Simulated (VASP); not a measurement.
Input of a VASP 6.6.1 run:

The input POSCAR:

```
H6C2O
1.0
    7.2936330000      0.0000000000      0.0000000000
    0.0000000000      7.2936330000      0.0000000000
    0.0000000000      0.0000000000      7.2936330000
C O H
8 4 24
Direct
    0.3533203026      0.1279148075      0.3584943667
    0.3871598956      0.2987251441      0.4705779670
    0.7604682930      0.8403417077      0.8348368589
    0.6148650472      0.9834418231      0.8723859276
    0.8478728752      0.1361977290      0.4082948575
    0.8477528964      0.2642630480      0.2460876643
    0.3090557681      0.5291525401     -0.0480513249
    0.2944594521      0.6692038977      0.1041010911
    0.2139844131      0.3856541398      0.5019401532
    0.4523001611      0.9522738925      0.7706821042
    0.9774531086      0.1958041247      0.1155314168
    0.2002374988      0.8254349608      0.0303184755
    0.2332901940      0.4818854870      0.5900030541
    0.4503591476      0.2612375532      0.6014446042
    0.4791748120      0.3933860362      0.3980532135
    0.4820969455      0.0667954092      0.3147073652
    0.2805376558      0.0271958036      0.4417069361
    0.2714757116      0.1624552833      0.2382783629
    0.3548870598      0.9209096039      0.8556197114
    0.5823014989      0.9892461587      1.0188844476
    0.6689670882      1.1191953016      0.8350878453
    0.8860061957      0.8736850950      0.9084203466
    0.7138856121      0.7043888568      0.8773730937
    0.7906188433      0.8353116156      0.6884605812
    0.9734640678      0.2726872185      0.0085415479
    0.7112072994      0.2702058158      0.1833594176
    0.8858380457      0.4032576818      0.2896012072
    0.7396854663      0.1726373019      0.5044555615
    0.8230135984     -0.0042778605      0.3615705082
    0.9779699472      0.1417578607      0.4804479936
    0.1673504922      0.9126647778      0.1241424010
    0.2191427372      0.6115842016      0.2200700215
    0.4312944324      0.7094702859      0.1521758292
    0.3755067591      0.4042564222      0.0002931565
    0.1721984511      0.4932368869     -0.0976155845
    0.3885310269      0.5844502883     -0.1623264796
```

File INCAR.step1:

```
SYSTEM = H6C2O
  PREC = Accurate
  ENCUT = 1100
  ISMEAR = -1
  SIGMA = 0.02
  LREAL = Auto
  LASPH = .TRUE.
  NELM = 120
  NBANDS = 64
  GGA = PE
  ALGO = Normal
  EDIFF = 1E-5
  LWAVE = .TRUE.
  LCHARG = .FALSE.
  GGA_COMPAT = .FALSE.
```

INCAR.step2

```
SYSTEM = H6C2O
  PREC = Accurate
  ENCUT = 1100
  EDIFF = 1E-6
  ISMEAR = -1
  SIGMA = 0.02
  LREAL = Auto
  LASPH = .TRUE.
  NELM = 120
  ALGO = Normal
  ISIF = 2
  LWAVE = .FALSE.
  LCHARG = .TRUE.
  METAGGA = R2SCAN
  LMIXTAU = .TRUE.
  LELF = .TRUE.
  LVHAR = .TRUE.
  NBANDS = 64
  ISTART = 1
  GGA_COMPAT = .FALSE.
```

The input KPOINTS:

```
Automatic mesh
0
G
  1 1 1
  0 0 0
```

Potentials or basis: VASP PAW PBE potentials, release 64 (C_h, O_h, H_h).

Run with:

```sh
$ cat potpaw_PBE.64/C_h/POTCAR potpaw_PBE.64/O_h/POTCAR potpaw_PBE.64/H_h/POTCAR > POTCAR
$ cp INCAR.step1 INCAR
$ mpirun -np 1 vasp_gam > vasp.out
$ cp INCAR.step2 INCAR
$ mpirun -np 1 vasp_gam > vasp.out
```

Predict the largest force.

0.231 eV/Å.

Predict the pressure.

0.1 GPa.

Forces in eV/Å, atoms in the order of the input:
```
C    0.015  0.060  0.010
C    0.016 -0.065 -0.004
C   -0.044  0.030  0.006
C    0.016  0.068  0.086
C   -0.048 -0.074 -0.044
C    0.016  0.017  0.097
C   -0.026  0.002 -0.008
C   -0.042  0.075 -0.030
O    0.005  0.026  0.035
O   -0.017  0.011 -0.230
O   -0.014 -0.041 -0.045
O    0.051 -0.033 -0.123
H   -0.019  0.022  0.003
H    0.015  0.016  0.002
H    0.023  0.012 -0.023
H    0.015  0.008  0.020
H   -0.005 -0.025 -0.033
H   -0.001  0.000  0.005
H   -0.088 -0.048  0.077
H    0.068 -0.008  0.041
H   -0.002  0.026  0.002
H    0.020 -0.059 -0.015
H   -0.007 -0.031  0.027
H    0.005 -0.018 -0.025
H    0.017 -0.020 -0.003
H   -0.018 -0.014 -0.018
H    0.013 -0.028 -0.014
H    0.006  0.019  0.003
H   -0.009  0.015  0.023
H    0.019  0.030 -0.010
H    0.028 -0.030  0.101
H   -0.042  0.013  0.046
H   -0.007 -0.006 -0.005
H   -0.001  0.012  0.018
H    0.042  0.021  0.022
H   -0.001  0.019  0.007
```

Caveat: the k points lie up to 0.86 Å⁻¹ apart; the PAW data sets were made with another functional, which shifts forces and pressure a little.
